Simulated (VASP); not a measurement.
Wanted: the native input for a VASP 6.6.1 run.

```
Task                   : relaxation of cell and atoms
Functional             : PBE
Potentials or basis    : VASP PAW PBE potentials, release 64 (Si, Sn_d)
Cutoff                 : 600 eV
k mesh                 : 6 × 6 × 4
Occupations            : gaussian, width 0.1 eV
Spin                   : no spin polarisation
Dipole correction      : no
Further INCAR settings : ALGO = Normal; EDIFF = 1e-06; IBRION = 2; EDIFFG = -0.04; NSW = 90; ISIF = 3
```

The structure of Si2Sn lies in POSCAR:

```
Si2Sn
1.0
    5.2446135200      0.0000000000      0.0000000000
   -2.6223067600      4.5419685400      0.0000000000
    0.0000000000      0.0000000000      4.9086043300
Si Sn
4 2
Direct
    0.0000000000      0.0000000000      0.5000000000
    0.3333333300      0.3333333300      0.0000000000
    0.0000000000      0.6666666700      0.0000000000
    0.6666666700      0.0000000000      0.0000000000
    0.6666666700      0.3333333300      0.5000000000
    0.3333333300      0.6666666700      0.5000000000
```

These files were run (other wordings do the same):

INCAR

```
PREC = Accurate
ENCUT = 600
EDIFF = 1E-6
ISMEAR = 0
SIGMA = 0.1
LREAL = False
LASPH = True
NELM = 80
ALGO = Normal
ISIF = 3
LWAVE = False
LCHARG = False
GGA = PE
IBRION = 2
NSW = 90
EDIFFG = -0.04
```

KPOINTS

```
regular mesh
0
Gamma
  6 6 4
```

Potentials or basis: VASP PAW PBE potentials, release 64 (Si, Sn_d).

The run is started by

```sh
$ cat potpaw_PBE.64/Si/POTCAR potpaw_PBE.64/Sn_d/POTCAR > POTCAR
$ mpirun -np 1 vasp_std > vasp.out
```

Results of the run:

```json
{"Relaxed volume": "20.10 Å³/atom", "Relaxed cell": "a = 5.503 Å, b = 5.503 Å, c = 4.599 Å, α = 90.00°, β = 90.00°, γ = 120.00°", "Space group after relaxing (to 0.1 Å)": "P-62m (No. 189)", "Energy gained by relaxing": "122.5 meV/atom", "Ionic steps": "21", "Pressure after relaxing": "-0.1 GPa", "Largest force after relaxing": "0.016 eV/Å", "Band gap on the k mesh": "zero (bands 22 and 23 overlap by 2.92 eV)"}
```

Caveat: spin-orbit coupling is left out, which moves the levels of the heavy elements.

It took 10 min on 1 thread of AMD EPYC 7R13 Processor (Zen 3), with other jobs on the host, peak memory 0.27 GiB.
